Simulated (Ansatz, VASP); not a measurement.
# Two plane-wave programs on B

INCAR

```
SYSTEM = B
PREC = Accurate ; ENCUT = 600
EDIFF = 1E-6 ; ISMEAR = 0
SIGMA = 0.1 ; LREAL = .False.
LASPH = .True. ; NELM = 60
ALGO = Normal ; ISIF = 3
LWAVE = .False. ; LCHARG = .False.
GGA = PE ; IBRION = 2
NSW = 100 ; EDIFFG = -0.01
```

The input KPOINTS:

```
Automatic mesh
0
Gamma
  18 18 18
  0 0 0
```

POSCAR

```
B
1.0
    0.0000000000      2.0247084311      2.0247084311
    2.0247084311      0.0000000000      2.0247084311
    2.0247084311      2.0247084311      0.0000000000
B
2
Direct
    0.0000000000      0.0000000000      0.0000000000
    0.2500000000      0.2500000000      0.2500000000
```

Input for Ansatz:

```yaml
crystal:
  lattice:
    - [0.0, 2.0247084311, 2.0247084311]
    - [2.0247084311, 0.0, 2.0247084311]
    - [2.0247084311, 2.0247084311, 0.0]
  atoms:
    - { symbol: B, position: [0.0, 0.0, 0.0] }
    - { symbol: B, position: [0.25, 0.25, 0.25] }
basis:
  ecutwfc: 420
kpoints:
  mp_grid: { grid: [18, 18, 18] }
hamiltonian:
  xc: pbe
scf:
  occupations: { method: gaussian, width: 0.1 }
output:
  forces: true
  stress: true
  eigenvalues: true
relax:
  adjacent_minimum: "off"
  f_tol: 0.01
  max_steps: 80
  cell: { stress_tol: 0.05 }
```

Alike in both runs: task relaxation of cell and atoms; functional PBE; k mesh 18 × 18 × 18; occupations gaussian, width 0.1 eV; no spin polarisation.

|  | VASP | Ansatz |
| --- | --- | --- |
| version | VASP 6.6.1 | Ansatz 0.2.0 |
| potentials or method | VASP PAW PBE potentials, release 64 (B), cutoff 600 eV | scalar-relativistic, plane waves, PAW |
| valence electrons in the cell | 6 | 6 |

```tsv
	VASP	Ansatz	Ansatz less VASP
gap on the k mesh at the Fermi level, each at its own relaxed structure (eV)	none	none	-
relaxed volume (Å³/atom)	8.31	8.31	-0.003
relaxed cell length with the largest relative difference (Å)	2.865	2.864	-0.0003
```

A gap of «none» marks a metal or a gap that the smearing closes.
